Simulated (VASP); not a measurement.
Input of a VASP 6.6.1 run:

INCAR

```
SYSTEM = BeS
ALGO = Normal ; EDIFF = 1E-6
ENCUT = 520 ; GGA = PE
ISIF = 2 ; ISMEAR = 0
LASPH = .TRUE. ; LCHARG = .FALSE.
LREAL = .FALSE. ; LWAVE = .FALSE.
NBANDS = 11 ; NELM = 80
PREC = Accurate ; SIGMA = 0.05
```

The input KPOINTS:

```
k-points
0
G
  10 10 10
  0 0 0
```

The input POSCAR:

```
BeS
1.0
    0.0000000000      2.3754963136      2.3754963136
    2.3754963136      0.0000000000      2.3754963136
    2.3754963136      2.3754963136      0.0000000000
Be S
1 1
Direct
    0.0000000000      0.0000000000      0.0000000000
    0.2500000000      0.2500000000      0.2500000000
```

Potentials or basis: VASP PAW PBE potentials, release 64 (Be, S).

Launch:

```bash
$ cat potpaw_PBE.64/Be/POTCAR potpaw_PBE.64/S/POTCAR > POTCAR
$ mpirun -np 1 vasp_std > vasp.out
```

(1) What does it give for the pressure?

(2) What does it give for the band gap on the k mesh?

Answers

(1) 8.4 GPa.

(2) 2.96 eV, indirect (least direct gap 5.64 eV).
